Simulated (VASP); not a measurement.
Input of a VASP 6.6.1 run:

Contents of INCAR:

```
  ALGO = Normal
  EDIFF = 1E-6
  ENCUT = 520
  GGA = RP
  ISIF = 2
  ISMEAR = -1
  LASPH = True
  LCHARG = False
  LREAL = False
  LWAVE = False
  NBANDS = 31
  NELM = 60
  PREC = Accurate
  SIGMA = 0.1
```

KPOINTS

```
k-points
0
Gamma
  7 7 7
```

File POSCAR:

```
Yb
1.0
    0.0000000000      4.5452178820      4.5452178820
    4.5452178820      0.0000000000      4.5452178820
    4.5452178820      4.5452178820      0.0000000000
Yb
2
Direct
    0.1250000000      0.1250000000      0.1250000000
    0.8750000000      0.8750000000      0.8750000000
```

Potentials or basis: VASP PAW PBE potentials, release 64 (Yb).

The run is started by

```sh
$ cat potpaw_PBE.64/Yb/POTCAR > POTCAR
$ mpirun -np 1 vasp_std > vasp.out
```

Estimate the pressure.

0.1 GPa.

Predict the band gap on the k mesh.

zero (band 24 reaches 0.28 eV, above the bottom of band 25 at -0.61 eV).

Caveat: the PAW data sets were made with another functional, which shifts forces and pressure a little; spin-orbit coupling is left out, which moves the levels of the heavy elements. Spin polarisation is off, so any magnetic state and its effect on volume and gap are missing.
